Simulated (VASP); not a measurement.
Wanted: the native input for a VASP 6.6.1 run.

```
Task                   : relaxation of the atoms
Functional             : PBE
Potentials or basis    : VASP PAW PBE potentials, release 64 (Al, P)
Cutoff                 : 450 eV
k mesh                 : 14 × 14 × 14
Occupations            : fermi-dirac, width 0.02 eV
Spin                   : no spin polarisation
Dipole correction      : no
Further INCAR settings : ALGO = Normal; EDIFF = 1e-07; IBRION = 2; EDIFFG = -0.02; NSW = 80
```

The structure of AlP lies in POSCAR:

```
AlP
1.0
    0.0000000000      2.7100000000      2.7371000000
    2.7100000000      0.0000000000      2.7371000000
    2.7100000000      2.7100000000      0.0000000000
Al P
1 1
Direct
    0.0000000000      0.0000000000      0.0000000000
    0.2500000000      0.2500000000      0.2500000000
```

This cell differs from its parent crystal: z stretched by +1 %.

One way to write it, as run:

INCAR

```
ALGO = Normal
EDIFF = 1E-7
EDIFFG = -0.02
ENCUT = 450
GGA = PE
GGA_COMPAT = False
IBRION = 2
ISIF = 2
ISMEAR = -1
LASPH = True
LCHARG = False
LREAL = False
LWAVE = False
NELM = 120
NELMIN = 4
NSW = 80
PREC = Accurate
SIGMA = 0.02
```

KPOINTS

```
k-points
0
Gamma
  14 14 14
```

Potentials or basis: VASP PAW PBE potentials, release 64 (Al, P).

Command:

```console
$ cat potpaw_PBE.64/Al/POTCAR potpaw_PBE.64/P/POTCAR > POTCAR
$ mpirun -np 1 vasp_std > vasp.out
```

Results of the run:

```
Pressure after relaxing : 3.3 GPa
Band gap on the k mesh  : 1.52 eV (least direct gap 3.39 eV)
```

Caveat: the cell differs from its parent crystal (z stretched by +1 %).

Wall time 26 s on 1 thread of Intel(R) Xeon(R) 6975P-C (Granite Rapids), on a shared host, peak memory 0.19 GiB.
